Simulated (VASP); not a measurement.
Write the native input for VASP 6.6.1 that does the following.

| Quantity | Value |
| --- | --- |
| Task | relaxation of cell and atoms |
| Functional | PBE |
| Potentials or basis | VASP PAW PBE potentials, release 64 (Ga_d, B, As) |
| Cutoff | 600 eV |
| k mesh | 6 × 6 × 6 |
| Occupations | gaussian, width 0.1 eV |
| Spin | no spin polarisation |
| Dipole correction | no |
| Further INCAR settings | ALGO = Normal; EDIFF = 1e-06; IBRION = 2; EDIFFG = -0.04; NSW = 90; ISIF = 3 |

The structure of GaB2As3 lies in POSCAR:

```
GaB2As3
1.0
   -1.8392903800      1.8392903800      7.8034482100
    1.8392903800     -1.8392903800      7.8034482100
    1.8392903800      1.8392903800     -7.8034482100
Ga B As
1 2 3
Direct
    0.5000000000      0.5000000000      0.0000000000
    0.8333333300      0.8333333300      0.0000000000
    0.1666666700      0.1666666700      0.0000000000
    0.4166666700      0.9166666700      0.5000000000
    0.0833333300      0.5833333300      0.5000000000
    0.7500000000      0.2500000000      0.5000000000
```

These files were run (other wordings do the same):

INCAR

```
PREC = Accurate
ENCUT = 600
EDIFF = 1E-6
ISMEAR = 0
SIGMA = 0.1
LREAL = F
LASPH = T
NELM = 100
ALGO = Normal
ISIF = 3
LWAVE = F
LCHARG = F
GGA = PE
IBRION = 2
NSW = 90
EDIFFG = -0.04
```

KPOINTS

```
Automatic mesh
0
Gamma
  6 6 6
```

Potentials or basis: VASP PAW PBE potentials, release 64 (Ga_d, B, As).

Launch:

```console
$ cat potpaw_PBE.64/Ga_d/POTCAR potpaw_PBE.64/B/POTCAR potpaw_PBE.64/As/POTCAR > POTCAR
$ mpirun -np 1 vasp_std > vasp.out
```

It gave:

```
Relaxed volume                         : 16.88 Å³/atom
Relaxed cell                           : a = 8.248 Å, b = 8.248 Å, c = 8.248 Å, α = 154.84°, β = 154.84°, γ = 35.88°
Space group after relaxing (to 0.05 Å) : I-4m2 (No. 119)
Energy gained by relaxing              : 194.8 meV/atom
Ionic steps                            : 9
Pressure after relaxing                : -0.1 GPa
Largest force after relaxing           : 0.026 eV/Å
Band gap on the k mesh                 : 0.50 eV, indirect (the least direct gap lies 3.5 meV higher)
```

It took 21 min on 1 thread of Intel(R) Xeon(R) 6975P-C (Granite Rapids), with other jobs on the host, peak memory 0.82 GiB.
